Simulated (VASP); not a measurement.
# TiC (I4mm) in VASP: single point with PBEsol

Aim: the single point of TiC with PBEsol.

Everything below comes from runs of VASP 6.6.1. Logs are shortened: lines on timing, memory, paths and dates and some standing lists are left out, and cuts for length are marked.

## 1. The cell of the first run

It takes space group I4mm (No. 107, tetragonal). The conventional cell has a = 3.036 Å, b = 3.036 Å, c = 4.293 Å, α = 90.00°, β = 90.00°, γ = 90.00°. Within 2.7 Å of Ti (site symmetry 4mm) lie 6 C at 2.02 to 2.27 Å. C (site symmetry 4mm) has 6 Ti at 2.02 to 2.27 Å within 2.7 Å.

## 2. Single point, PBEsol (all C atoms moved +0.125 Å, as atom 2 along Cartesian [0 0 1])

File INCAR:

```
SYSTEM = TiC
ALGO = Normal
EDIFF = 1E-6
ENCUT = 520
GGA = PS
ISIF = 2
ISMEAR = 0
LASPH = .True.
LCHARG = .True.
LELF = .True.
LREAL = .False.
LVHAR = .True.
LWAVE = .False.
NBANDS = 15
NELM = 60
PREC = Accurate
SIGMA = 0.15
```

File KPOINTS:

```
k-points
0
Gamma
  24 24 24
  0 0 0
```

File POSCAR:

```
TiC
1.0
    0.0000000000      2.1466854677      2.1466854677
    2.1466854677      0.0000000000      2.1466854677
    2.1466854677      2.1466854677      0.0000000000
Ti C
1 1
Direct
    0.0000000000      0.0000000000      0.0000000000
    0.5291146518      0.5291146518      0.4708853482
```

Potentials or basis: VASP PAW PBE potentials, release 64 (Ti_sv, C).

Run with:

```console
> cat potpaw_PBE.64/Ti_sv/POTCAR potpaw_PBE.64/C/POTCAR > POTCAR
> mpirun -np 1 vasp_std > vasp.out
```

OUTCAR:

```text
SYSTEM = TiC
   EDIFF = 1E-6
   ENCUT = 520
   GGA = PS
   ISIF = 2
   ISMEAR = 0
   LASPH = .True.
   LREAL = .False.
   NELM = 60
   PREC = Accurate

 ion  position               nearest neighbor table
   1  0.000  0.000  0.000-   2 2.02   2 2.15   2 2.15   2 2.15   2 2.15   2 2.27
   2  0.529  0.529  0.471-   1 2.02   1 2.15   1 2.15   1 2.15   1 2.15   1 2.27

  LATTYP: Found a face centered cubic cell.
 ALAT       =     4.2933709354

  Lattice vectors:

 A1 = (   0.0000000000,   2.1466854677,   2.1466854677)
 A2 = (   2.1466854677,   0.0000000000,   2.1466854677)
 A3 = (   2.1466854677,   2.1466854677,   0.0000000000)

Analysis of symmetry for initial positions (statically):
=====================================================================
 Subroutine PRICEL returns:
 Original cell was already a primitive cell.

 Routine SETGRP: Setting up the symmetry group for a
 face centered cubic supercell.

 Subroutine GETGRP returns: Found  8 space group operations
 (whereof  8 operations were pure point group operations)
 out of a pool of 48 trial point group operations.

The static configuration has the point symmetry C_4v.

Analysis of symmetry for dynamics (positions and initial velocities):
=====================================================================
 Subroutine PRICEL returns:
 Original cell was already a primitive cell.

 Routine SETGRP: Setting up the symmetry group for a
 face centered cubic supercell.

 Subroutine GETGRP returns: Found  8 space group operations
 (whereof  8 operations were pure point group operations)
 out of a pool of 48 trial point group operations.

The dynamic configuration has the point symmetry C_4v.

 Subroutine INISYM returns: Found  8 space group operations
 (whereof  8 operations are pure point group operations),
 and found     1 'primitive' translations

----------------------------------------------------------------------------------------

                                     Primitive cell

  volume of cell :      19.7850

  direct lattice vectors                    reciprocal lattice vectors
     0.000000000  2.146685468  2.146685468    -0.232917215  0.232917215  0.232917215
     2.146685468  0.000000000  2.146685468     0.232917215 -0.232917215  0.232917215
     2.146685468  2.146685468  0.000000000     0.232917215  0.232917215 -0.232917215

  length of vectors
     3.035871703  3.035871703  3.035871703     0.403424450  0.403424450  0.403424450

  position of ions in fractional coordinates (direct lattice)
[... 83 lines left out ...]
   IBRION =     -1    ionic relax: 0-MD 1-quasi-New 2-CG
   NFREE  =      0    steps in history (QN), initial steepest desc. (CG)
   ISIF   =      2    stress and relaxation
   ISYM   =      2    0-nonsym 1-usesym 2-fastsym
   POTIM  = 0.5000    time-step for ionic-motion
   TEBEG  =    0.0;   TEEND  =   0.0 temperature during run
   PSTRESS=    0.0 pullay stress
   NELECT =      16.0000    total number of electrons
   NUPDOWN=      -1.0000    fix difference up-down
   EMIN   =  10.00;   EMAX   =-10.00  energy-range for DOS
   EFERMI =   0.00;   METHOD = LEGACY
   ISMEAR =     0;   SIGMA  =   0.15  broadening in eV -4-tet -1-fermi 0-gaus
   EFERMI_NEDOS =   21; number of points for ismear=-14 and -15
   IALGO  =     38    algorithm
   IMIX   =      4    mixing-type and parameters
     AMIX     =   0.40;   BMIX     =  1.00
     AMIX_MAG =   1.60;   BMIX_MAG =  1.00
  volume/ion in A,a.u.               =       9.89        66.76
  Fermi-wavevector in a.u.,A,eV,Ry     =   1.525234  2.882274 31.651750  2.326338
  Thomas-Fermi vector in A             =   2.633432
   LORBIT       =      0    0 simple, 1 ext, 2 COOP (PROOUT), +10 PAW based schemes
   GGA     = PS    functional components
   LHFCALC =     F    Hartree Fock is set to
   AEXX    =    0.0000 exact exchange contribution
   IVDW    =     0    specifies the selected vdW correction
   LEPSILON=     F    determine dielectric tensor
   LRPA    =     F    only Hartree local field effects (RPA)
 non-spin polarized calculation
 Gauss-broadening in eV      SIGMA  =   0.15
  energy-cutoff  :      520.00
  volume of cell :       19.78
 maximum number of plane-waves:       547
   NGX = 11   NGY = 11   NGZ = 11

 number of electron      16.0000004 magnetization

 Free energy of the ion-electron system (eV)
  ---------------------------------------------------
  ext. energy  EPLUGINS =         0.00000000
  ---------------------------------------------------
  free energy    TOTEN  =       -19.72459071 eV

  energy without entropy =      -19.72189280  energy(sigma->0) =      -19.72324176

 E-fermi :   9.6654     XC(G=0): -12.9901

 val. band max:        9.6647124781   @ k =   0.5000   0.4583   0.0000
 cond. band min:       9.6680834557   @ k =   0.3750   0.0417   0.4167
 fundamental gap:      0.0033709776
 Fermi energy:         9.6653731510

 k-point     1 :       0.0000    0.0000    0.0000
  band No.  band energies     occupation
      1     -46.6348      2.00000
      2     -22.7509      2.00000
      3     -22.7509      2.00000
      4     -22.7471      2.00000
      5      -2.8605      2.00000
      6       9.8717      0.05170
      7       9.8717      0.05170
      8      10.2874      0.00000
      9      10.3120      0.00000
     10      11.3999      0.00000
     11      11.8166      0.00000
     12      11.8166      0.00000
     13      12.5762      0.00000
     14      20.4088      0.00000
[... 401 lines left out ...]
      2     -23.0127      2.00000
      3     -22.7851      2.00000
      4     -22.7714      2.00000
      5      -1.6102      2.00000
      6       6.8825      2.00000
      7       7.9420      2.00000
      8       8.0928      2.00000
      9      11.0827      0.00000
     10      11.5170      0.00000
     11      12.5657      0.00000
     12      15.1260      0.00000
     13      15.9925      0.00000
     14      21.1417      0.00000
     15      24.0486      0.00000

 [... further k-points ...]
[... 5 lines left out ...]
  --------------------------------------------------------------------------------------
  -------------------------------------------------------------------------------------
  Total        0.0601307      0.0601307      0.6822706      0.0000000      0.0000000      0.0000000
  in kB        4.8693592      4.8693592     55.2499647      0.0000000      0.0000000      0.0000000
  external PRESSURE =      21.6628944 kB  Pullay stress =       0.0000000 kB

 VOLUME and BASIS-vectors are now :
 -----------------------------------------------------------------------------
  energy-cutoff  :      520.00
  volume of cell :       19.78
      direct lattice vectors                 reciprocal lattice vectors
     0.000000000  2.146685468  2.146685468    -0.232917215  0.232917215  0.232917215
     2.146685468  0.000000000  2.146685468     0.232917215 -0.232917215  0.232917215
     2.146685468  2.146685468  0.000000000     0.232917215  0.232917215 -0.232917215

 POSITION                                       TOTAL-FORCE (eV/Angst)
 -----------------------------------------------------------------------------------
      0.00000      0.00000      0.00000         0.000000      0.000000      1.259217
      2.14669      2.14669      2.27169         0.000000      0.000000     -1.259217
 -----------------------------------------------------------------------------------
    total drift:                               -0.000000     -0.000000      0.000063

  FREE ENERGIE OF THE ION-ELECTRON SYSTEM (eV)
  ---------------------------------------------------
  free  energy   TOTEN  =       -19.7245907086 eV

  energy  without entropy=      -19.7218928021  energy(sigma->0) =      -19.72324176
```

OSZICAR:

```text
N       E                     dE             d eps       ncg     rms          rms(c)
DAV:   1     0.117025037292E+03    0.11703E+03   -0.79737E+03 31987   0.128E+03
DAV:   2    -0.175828720350E+02   -0.13461E+03   -0.12618E+03 34172   0.336E+02
DAV:   3    -0.248454966434E+02   -0.72626E+01   -0.71450E+01 41032   0.769E+01
DAV:   4    -0.250861591837E+02   -0.24066E+00   -0.24042E+00 40358   0.128E+01
DAV:   5    -0.250921334197E+02   -0.59742E-02   -0.59726E-02 41204   0.179E+00    0.192E+01
DAV:   6    -0.202301872250E+02    0.48619E+01   -0.11006E+01 46495   0.562E+01    0.650E+00
DAV:   7    -0.197585142769E+02    0.47167E+00   -0.18057E+00 37401   0.192E+01    0.521E+00
DAV:   8    -0.197247962499E+02    0.33718E-01   -0.12378E-01 37129   0.449E+00    0.250E+00
DAV:   9    -0.197286107302E+02   -0.38145E-02   -0.63536E-02 43283   0.272E+00    0.897E-01
DAV:  10    -0.197256879204E+02    0.29228E-02   -0.87686E-03 41352   0.140E+00    0.526E-01
DAV:  11    -0.197246204991E+02    0.10674E-02   -0.23806E-03 37868   0.704E-01    0.483E-02
DAV:  12    -0.197245908980E+02    0.29601E-04   -0.20896E-04 36020   0.184E-01    0.223E-02
DAV:  13    -0.197245907086E+02    0.18946E-06   -0.80693E-06 40983   0.282E-02
   1 F= -.19724591E+02 E0= -.19723242E+02  d E =-.269791E-02
```

stdout:

```text
POSCAR found type information on POSCAR TiC
 POSCAR found :  2 types and       2 ions
 scaLAPACK will be used
 -----------------------------------------------------------------------------
|                                                                             |
|                                                                             |
|     You enforced a specific xc type in the INCAR file but a different       |
|     I HOPE YOU KNOW WHAT YOU ARE DOING!                                     |
|                                                                             |
 -----------------------------------------------------------------------------

 LDA part: xc-table for (Slater+PW92), standard interpolation
 POSCAR, INCAR and KPOINTS ok, starting setup
 FFT: planning ... GRIDC
 FFT: planning ... GRID_SOFT
 FFT: planning ... GRID
 WAVECAR not read
 entering main loop
```

It took 96 s on 1 thread of Intel Xeon 6975P-C (Granite Rapids), shared host; peak memory 0.41 GiB.

Results:

| Quantity | Value |
| --- | --- |
| Free energy | -19.7246 eV |
| Pressure | 2.2 GPa |
| Largest force | 1.259 eV/Å |
| Band gap on the k mesh | zero (band 8 reaches 10.30 eV, above the bottom of band 9 at 9.13 eV) |

Forces in eV/Å, atoms in the order of the input:
```
Ti   0.000  0.000  1.259
C    0.000  0.000 -1.259
```

Levels at points of the mesh, in eV from the Fermi level:
```
           k point  band 5  band 6  band 7  band 8  band 9  band 10  band 11  band 12
(0.00, 0.00, 0.00)  -12.53    0.21    0.21    0.62    0.65     1.73     2.15     2.15
(0.50, 0.00, 0.00)   -8.90   -6.03   -3.02   -3.00    2.94     2.98     4.21     7.52
(0.50, 0.50, 0.00)  -10.19   -3.44   -1.81   -0.05   -0.05     2.79     3.60     3.60
(0.00, 0.50, 0.50)  -10.19   -3.52   -2.16   -0.15    0.36     2.96     3.60     3.60
```

Caveat: the cell differs from its parent crystal (all C atoms moved +0.125 Å, as atom 2 along Cartesian [0 0 1]); the PAW data sets were made with another functional, which shifts forces and pressure a little.
